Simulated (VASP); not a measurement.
Set up this calculation in VASP 6.6.1, as the native input.

```
Task                   : single point
Functional             : PBE
Potentials or basis    : VASP PAW PBE potentials, release 64 (Zr_sv, Ti_sv, C)
Cutoff                 : 520 eV
k mesh                 : 16 × 16 × 16
Occupations            : gaussian, width 0.1 eV
Spin                   : no spin polarisation
Dipole correction      : no
Further INCAR settings : ALGO = Normal; EDIFF = 1e-06; NBANDS = 33
```

The structure of ZrTi2C3 lies in POSCAR:

```
ZrTi2C3
1.0
   -1.5878025781      1.5878025781      6.6866071438
    1.5878025781     -1.5878025781      6.6866071438
    1.5878025781      1.5878025781     -6.6866071438
Zr Ti C
1 2 3
Direct
    0.0000000000      0.0000000000      0.0000000000
    0.6704570939      0.6704570939      0.0000000000
    0.3295429061      0.3295429061      0.0000000000
    0.8279127340      0.8279127340      0.0000000000
    0.5000000000      0.5000000000      0.0000000000
    0.1720872660      0.1720872660      0.0000000000
```

One way to write it, as run:

INCAR

```
PREC = Accurate ; ENCUT = 520
EDIFF = 1E-6 ; ISMEAR = 0
SIGMA = 0.1 ; LREAL = False
LASPH = True ; NELM = 80
ALGO = Normal ; ISIF = 2
LWAVE = False ; LCHARG = False
GGA = PE ; NBANDS = 33
```

KPOINTS

```
regular mesh
0
Gamma
  16 16 16
```

Potentials or basis: VASP PAW PBE potentials, release 64 (Zr_sv, Ti_sv, C).

The run is started by

```console
$ cat potpaw_PBE.64/Zr_sv/POTCAR potpaw_PBE.64/Ti_sv/POTCAR potpaw_PBE.64/C/POTCAR > POTCAR
$ mpirun -np 1 vasp_std > vasp.out
```

It gave:

```
Pressure               : 0.3 GPa
Largest force          : 0.005 eV/Å
Band gap on the k mesh : zero (band 24 reaches 10.13 eV, above the bottom of band 25 at 8.99 eV)
```

Wall time 76 min on 1 thread of Oxide Virtual Turin-like Processor (shared host), peak memory 0.89 GiB.
